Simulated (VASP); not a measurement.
A run of VASP 6.6.1:

Contents of INCAR:

```
PREC = Accurate
ENCUT = 520
EDIFF = 1E-6
ISMEAR = -1
SIGMA = 0.02
LREAL = False
LASPH = True
NELM = 80
ALGO = Normal
ISIF = 2
LWAVE = False
LCHARG = True
GGA = PE
LELF = True
LVHAR = True
NBANDS = 11
```

The input KPOINTS:

```
regular mesh
0
Gamma
  8 8 8
```

File POSCAR:

```
BeTe
1.0
    0.0000000000      2.8286236224      2.8286236224
    2.8936819657      0.0000000000      2.8286236224
    2.8936819657      2.8286236224      0.0000000000
Be Te
1 1
Direct
    0.0000000000      0.0000000000      0.0000000000
    0.2500000000      0.2500000000      0.2500000000
```

Potentials or basis: VASP PAW PBE potentials, release 64 (Be, Te).

The run is started by

```bash
$ cat potpaw_PBE.64/Be/POTCAR potpaw_PBE.64/Te/POTCAR > POTCAR
$ mpirun -np 1 vasp_std > vasp.out
```

Hardware: 1 thread of Intel(R) Xeon(R) Platinum 8488C (Sapphire Rapids), on a shared host.

Problem. How long does it take, and how much memory?

Solution. It took 25 s on 1 thread of Intel(R) Xeon(R) Platinum 8488C (Sapphire Rapids), with other jobs on the host, peak memory 0.18 GiB. Counts: scf iterations 13, k points 59.
